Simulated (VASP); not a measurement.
KBaI3: single point with HSE06

KBaI3:

```
K Ba I
1.0
     6.85357    0.00000    0.00000
     0.00000    6.71919    0.00000
     0.00000    0.00000    6.71919
K Ba I
1 1 3
Direct
  0.00000 0.00000 0.00000
  0.50000 0.50000 0.50000
  0.50000 0.50000 0.00000
  0.50000 0.00000 0.50000
  0.00000 0.50000 0.50000
```

This cell differs from its parent crystal: uniaxial x strain +2.0%.

```yaml
Program: VASP 6.6.1
Task: single point
Functional: HSE06
Potentials_or_basis: VASP PAW PBE potentials, release 64 (K_sv, Ba_sv, I)
Cutoff: 400 eV
k_mesh: 2 × 2 × 2
Occupations: gaussian, width 0.01 eV
Spin: no spin polarisation
```

* Pressure: 0.1 GPa
* Band gap on the k mesh: 3.99 eV (least direct gap 4.21 eV)

Stress tensor (GPa, compression positive):
```
-0.27  0.00  0.00
 0.00  0.26  0.00
 0.00  0.00  0.26
```

Levels at points of the mesh, in eV from the valence-band top:
```csv
k point,band 18,band 19,band 20,band 21,band 22,band 23
"(0.00, 0.00, 0.00)",-0.23,-0.21,-0.21,3.99,4.98,4.99
"(0.50, 0.00, 0.00)",-0.50,-0.27,-0.27,5.07,5.14,5.53
"(0.00, 0.50, 0.00)",-0.49,-0.29,-0.28,5.10,5.20,5.49
"(0.50, 0.50, 0.00)",-0.63,-0.63,-0.03,5.47,6.04,6.13
"(0.00, 0.50, 0.50)",-0.60,-0.60,0.00,5.45,6.16,6.16
"(0.50, 0.50, 0.50)",-0.02,-0.02,0.00,4.76,6.47,6.47
```

It took 15 min on 1 thread of AMD EPYC 7R13 Processor (Zen 3), with other jobs on the host, peak memory 0.45 GiB.

Caveat: the k points lie up to 0.47 Å⁻¹ apart; the cell differs from its parent crystal (uniaxial x strain +2.0%); the PAW data sets were made with another functional, which shifts forces and pressure a little; spin-orbit coupling is left out, which moves the levels of the heavy elements. A k mesh can miss the band edges.
